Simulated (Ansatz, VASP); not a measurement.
## Two plane-wave programs on Sn4Te

File INCAR:

```
PREC = Accurate ; ENCUT = 600
EDIFF = 1E-7 ; ISMEAR = 0
SIGMA = 0.1 ; LREAL = False
LASPH = True ; NELM = 80
ALGO = Normal ; ISIF = 3
LWAVE = False ; LCHARG = False
GGA = PE ; IBRION = 2
NSW = 90 ; EDIFFG = -0.04
```

The input KPOINTS:

```
regular mesh
0
Gamma
  4 4 4
```

File POSCAR:

```
Sn4Te
1.0
    5.0779793200      0.0000000000      0.0000000000
    0.0000000000      5.0779793200      0.0000000000
    0.0000000000      0.0000000000      5.0779793200
Sn Te
4 1
Direct
    0.0000000000      0.5000000000      0.5000000000
    0.5000000000      0.5000000000      0.0000000000
    0.5000000000      0.0000000000      0.5000000000
    0.0000000000      0.0000000000      0.0000000000
    0.5000000000      0.5000000000      0.5000000000
```

Input for Ansatz:

```yaml
crystal:
  lattice:
    - [5.07797932, 0.0, 0.0]
    - [0.0, 5.07797932, 0.0]
    - [0.0, 0.0, 5.07797932]
  atoms:
    - { symbol: Sn, position: [0.0, 0.5, 0.5] }
    - { symbol: Sn, position: [0.5, 0.5, 0.0] }
    - { symbol: Sn, position: [0.5, 0.0, 0.5] }
    - { symbol: Sn, position: [0.0, 0.0, 0.0] }
    - { symbol: Te, position: [0.5, 0.5, 0.5] }
basis:
  ecutwfc: 420
kpoints:
  mp_grid: { grid: [4, 4, 4] }
hamiltonian:
  xc: pbe
scf:
  occupations: { method: gaussian, width: 0.1 }
  lower_state_search: "off"
output:
  forces: true
  stress: true
  eigenvalues: true
relax:
  adjacent_minimum: "off"
  f_tol: 0.04
  max_steps: 70
  cell: { stress_tol: 0.4 }
```

Change from the starting cell: species swapped into the Fe4N type (Pm-3m, No. 221).

Alike in both runs: task relaxation of cell and atoms; functional PBE; k mesh 4 × 4 × 4; occupations gaussian, width 0.1 eV; no spin polarisation.

```csv
,VASP,Ansatz
version,VASP 6.6.1,Ansatz 0.2.0
potentials or method,"VASP PAW PBE potentials, release 64 (Sn_d, Te), cutoff 600 eV","scalar-relativistic, plane waves, PAW"
valence electrons in the cell,62,72
```

VASP gave:

```
gap on the k mesh at the Fermi level, each at its own relaxed structure (eV) : none
relaxed volume (Å³/atom)                                                     : 40.28
relaxed length of the cell vector where the two differ most in proportion (Å)              : 5.862
```

Q: What did Ansatz give for the same quantities?

A: gap on the k mesh at the Fermi level, each at its own relaxed structure (eV): none; relaxed volume (Å³/atom): 39.61; relaxed length of the cell vector where the two differ most in proportion (Å): 5.829.

A gap of «none» marks a metal or a gap that the smearing closes. VASP's potentials hold 62 valence electrons a cell and Ansatz's 72, so a difference there can come from the potentials and not from the codes.

Spin-orbit coupling is off throughout. Noted on VASP's run: the volume moved by over 15 % at a fixed basis, so the end points are rough.
